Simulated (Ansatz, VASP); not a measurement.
## InAs: VASP beside Ansatz

Contents of INCAR:

```
ALGO = Normal
EDIFF = 1E-6
EDIFFG = -0.002
ENCUT = 600
IBRION = 2
ISIF = 3
ISMEAR = 0
LASPH = True
LCHARG = False
LREAL = False
LWAVE = False
NELM = 100
NSW = 100
PREC = Accurate
SIGMA = 0.1
```

File KPOINTS:

```
k-points
0
Gamma
  16 16 16
```

Contents of POSCAR:

```
InAs
1.0
    0.0000000000      3.0535616600      3.0535616600
    3.0535616600      0.0000000000      3.0535616600
    3.0535616600      3.0535616600      0.0000000000
In As
1 1
Direct
    0.2500000000      0.2500000000      0.2500000000
    0.0000000000      0.0000000000      0.0000000000
```

Input for Ansatz:

```yaml
crystal:
  lattice:
    - [0.0, 3.05356166, 3.05356166]
    - [3.05356166, 0.0, 3.05356166]
    - [3.05356166, 3.05356166, 0.0]
  atoms:
    - { symbol: In, position: [0.25, 0.25, 0.25] }
    - { symbol: As, position: [0.0, 0.0, 0.0] }
basis:
  ecutwfc: 420
kpoints:
  mp_grid: { grid: [16, 16, 16] }
hamiltonian:
  xc: lda
  pseudopotentials: { kind: paw, azcp: { folder: soft_1 } }
scf:
  occupations: { method: gaussian, width: 0.1 }
output:
  forces: true
  stress: true
  eigenvalues: true
  write_density: true
  write_potential: true
  elf: true
  volumetric_format: npy
relax:
  adjacent_minimum: "off"
  f_tol: 0.002
  max_steps: 80
  cell: { stress_tol: 0.02 }
```

Alike in both runs: task relaxation of cell and atoms; functional LDA; k mesh 16 × 16 × 16; occupations gaussian, width 0.1 eV; no spin polarisation.

|  | VASP | Ansatz |
| --- | --- | --- |
| version | VASP 6.6.1 | Ansatz 0.2.0 |
| potentials or method | VASP PAW LDA potentials, release 64 (In_d, As), cutoff 600 eV | scalar-relativistic, plane waves, PAW |
| valence electrons in the cell | 18 | 28 |

VASP gave:

| Item | Value |
| --- | --- |
| gap on the k mesh at the Fermi level, each at its own relaxed structure (eV) | none |
| relaxed volume (Å³/atom) | 27.44 |
| relaxed length of the cell vector where the two differ most in proportion (Å) | 4.266 |

Question: What did Ansatz give for the same quantities?

Answer: gap on the k mesh at the Fermi level, each at its own relaxed structure (eV): none; relaxed volume (Å³/atom): 27.35; relaxed length of the cell vector where the two differ most in proportion (Å): 4.261.

Ansatz warns that its potentials were made for another functional, while VASP's fit it. LDA's correlation is that of Perdew and Zunger in VASP and of Perdew and Wang (1992) in Ansatz. A gap of «none» marks a metal or a gap that the smearing closes. VASP's potentials hold 18 valence electrons a cell and Ansatz's 28, so a difference there can come from the potentials and not from the codes.
